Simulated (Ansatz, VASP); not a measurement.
Two plane-wave programs on GaN

```
CELL_PARAMETERS angstrom
0.00000 2.24895 2.24895
2.23771 0.00000 2.24895
2.23771 2.24895 0.00000
ATOMIC_POSITIONS crystal
Ga 0.00000 0.00000 0.00000
N 0.25000 0.25000 0.25000
```

Change from the starting cell: uniaxial_x strain -0.5%.

Alike in both runs: task single point; functional r2SCAN; k mesh 10 × 10 × 10; no spin polarisation.

|  | VASP | Ansatz |
| --- | --- | --- |
| version | VASP 6.6.1 | Ansatz 0.2.0 |
| potentials or method | VASP PAW PBE potentials, release 64 (Ga_d, N) | plane waves, PAW |
| plane-wave cutoff (eV) | 520 | 500 |
| occupations | gaussian, width 0.01 eV | fixed |
| valence electrons in the cell | 18 | 18 |

|  | VASP | Ansatz | Ansatz less VASP |
| --- | --- | --- | --- |
| gap on the k mesh at the Fermi level (eV) | 2.18 | 2.19 | +0.009 |
| pressure (GPa) | 2.1 | 1.0 | -1.13 |
| traceless stress, the component that is largest in VASP (GPa) | 0.43 | 0.43 | 0.000 |

VASP's potentials were made for PBE, not for r2SCAN.
